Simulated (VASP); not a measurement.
Here is a VASP 6.6.1 calculation.

The input INCAR:

```
PREC = Accurate
ENCUT = 520
EDIFF = 1E-7
ISMEAR = 0
SIGMA = 0.1
LREAL = False
LASPH = True
NELM = 60
ALGO = Normal
ISIF = 2
LWAVE = False
LCHARG = False
GGA = PE
NBANDS = 18
```

The input KPOINTS:

```
Automatic mesh
0
Gamma
  8 8 8
  0.5 0.5 0.5
```

The input POSCAR:

```
Al3Pd
1.0
    3.9469100000      0.0000000000      0.0000000000
    0.0000000000      3.9469100000      0.0000000000
    0.0000000000      0.0000000000      3.9469100000
Al Pd
3 1
Direct
    0.0000000000      0.5000000000      0.5000000000
    0.5000000000      0.0000000000      0.5000000000
    0.5000000000      0.5000000000      0.0000000000
    0.0000000000      0.0000000000      0.0000000000
```

Potentials or basis: VASP PAW PBE potentials, release 64 (Al, Pd).

The run is started by

```bash
$ cat potpaw_PBE.64/Al/POTCAR potpaw_PBE.64/Pd/POTCAR > POTCAR
$ mpirun -np 1 vasp_std > vasp.out
```

Q: Predict the pressure.

A: 0.9 GPa.
